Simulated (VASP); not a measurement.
Input of a VASP 6.6.1 run:

The input INCAR:

```
SYSTEM = CdS
ALGO     = Normal         ! electronic algorithm
EDIFF    = 1E-7           ! SCF threshold, eV
EDIFFG   = -0.01          ! ionic threshold
ENCUT    = 500            ! plane-wave cutoff, eV
GGA      = PE             ! functional
GGA_COMPAT= .False.      
IBRION   = 2              ! ionic algorithm
ISIF     = 3              ! what is computed and relaxed
ISMEAR   = -1             ! smearing method
LASPH    = .True.         ! aspherical terms in the spheres
LCHARG   = .False.        ! write CHGCAR
LREAL    = .False.        ! projectors in reciprocal space
LWAVE    = .False.        ! write WAVECAR
NELM     = 120            ! most SCF steps
NELMIN   = 4            
NSW      = 80             ! ionic steps
PREC     = Accurate       ! precision mode
SIGMA    = 0.02           ! smearing width, eV
```

Contents of KPOINTS:

```
k-points
0
Gamma
  6 6 4
  0 0 0
```

File POSCAR:

```
CdS
1.0
    4.1500000000      0.0000000000      0.0000000000
   -2.0750000000      3.5940054257      0.0000000000
    0.0000000000      0.0000000000      6.7370000000
Cd S
2 2
Direct
    0.3333333333      0.6666666667      0.0000000000
    0.6666666667      0.3333333333      0.5000000000
    0.3333333333      0.6666666667      0.3750000000
    0.6666666667      0.3333333333      0.8750000000
```

Potentials or basis: VASP PAW PBE potentials, release 64 (Cd, S).

The run is started by

```console
$ cat potpaw_PBE.64/Cd/POTCAR potpaw_PBE.64/S/POTCAR > POTCAR
$ mpirun -np 1 vasp_std > vasp.out
```

What does it give for the relaxed cell?

a = 4.201 Å, b = 4.201 Å, c = 6.847 Å, α = 90.00°, β = 90.00°, γ = 120.00°.

Estimate the relaxed volume.

26.16 Å³/atom.

Predict the band gap on the k mesh.

1.10 eV, direct.

Predict the space group after relaxing (to 0.05 Å).

P6_3mc (No. 186).

Forces in eV/Å, atoms in the order of the input:
```
Cd   0.000  0.000 -0.008
Cd   0.000  0.000 -0.008
S    0.000  0.000  0.008
S    0.000  0.000  0.008
```

PBE usually gives volumes a little too large and moduli too small. Zero-point motion and thermal expansion aren't in these numbers.
